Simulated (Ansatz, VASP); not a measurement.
# One calculation of WAu, two programs

POSCAR

```
WAu
1.0
    0.0000000000      2.7479792600      2.7479792600
    2.7479792600      0.0000000000      2.7479792600
    2.7479792600      2.7479792600      0.0000000000
W Au
1 1
Direct
    0.0000000000      0.0000000000      0.0000000000
    0.7500000000      0.7500000000      0.7500000000
```

INCAR.step1

```
SYSTEM = WAu
ALGO = Normal ; EDIFF = 1E-5
ENCUT = 520 ; GGA = PE
ISIF = 2 ; ISMEAR = -1
LASPH = .TRUE. ; LREAL = .FALSE.
LWAVE = .TRUE. ; NBANDS = 20
NELM = 100 ; PREC = Accurate
SIGMA = 0.05
```

File INCAR.step2:

```
SYSTEM = WAu
AEXX = 0.25 ; ALGO = Normal
EDIFF = 1E-7 ; ENCUT = 520
GGA = PS ; HFSCREEN = 0.207
ISIF = 2 ; ISMEAR = -1
ISTART = 1 ; LASPH = .TRUE.
LCHARG = .TRUE. ; LELF = .TRUE.
LHFCALC = .TRUE. ; LREAL = .FALSE.
LVHAR = .TRUE. ; LWAVE = .FALSE.
NBANDS = 20 ; NELM = 100
PREC = Accurate ; PRECFOCK = Normal
SIGMA = 0.05
```

KPOINTS

```
k-points
0
G
  4 4 4
  0 0 0
```

The input input:

```
crystal:
  lattice:
    - [0.0, 2.74797926, 2.74797926]
    - [2.74797926, 0.0, 2.74797926]
    - [2.74797926, 2.74797926, 0.0]
  atoms:
    - { symbol: W, position: [0.0, 0.0, 0.0] }
    - { symbol: Au, position: [0.75, 0.75, 0.75] }
hamiltonian:
  xc:
    exchange: hjs_pbesol
    correlation: pbesol
    exx: { coeff: 0.25, omega: 0.207 }
  pseudopotentials: { kind: paw }
kpoints:
  mp_grid: { grid: [4, 4, 4] }
  band_path:
    path:
      - [[0.0, 0.0, 0.0], [0.5, 0.0, 0.5], [0.5, 0.25, 0.75], [0.375, 0.375, 0.75], [0.0, 0.0, 0.0], [0.5, 0.5, 0.5], [0.625, 0.25, 0.625], [0.5, 0.25, 0.75], [0.5, 0.5, 0.5], [0.375, 0.375, 0.75]]
      - [[0.625, 0.25, 0.625], [0.5, 0.0, 0.5]]
    npoints: 4
scf:
  occupations: { method: fermi_dirac, width: 0.05 }
  n_extra_bands: 6
output:
  forces: true
  stress: true
  eigenvalues: true
  fatbands: false
```

Alike in both runs: functional PBEsol-based screened hybrid with a share of 0.25 of exact exchange and HFSCREEN = 0.207; k mesh 4 × 4 × 4; occupations fermi-dirac, width 0.05 eV; no spin polarisation.

```csv
,VASP,Ansatz
version,VASP 6.6.1,Ansatz 0.2.0
potentials or method,"VASP PAW PBE potentials, release 64 (W_sv, Au)",Ansatz PAW
plane-wave cutoff (eV),520,420
valence electrons in the cell,25,33
task,single point,band structure
```

```csv
,VASP,Ansatz,Ansatz less VASP
gap on the k mesh at the Fermi level (eV),none,none,-
pressure (GPa),24.5,24.2,-0.32
```

VASP's potentials were made for PBE, not for PBEsol-based screened hybrid. A gap of «none» marks a metal or a gap that the smearing closes. With one functional, cell and mesh, what is left measures potentials, basis and numerics. VASP's potentials hold 25 valence electrons a cell and Ansatz's 33, so a difference there can come from the potentials and not from the codes.

The k mesh is coarse, so the values compare programs but aren't converged. Neither program's run includes spin-orbit coupling.
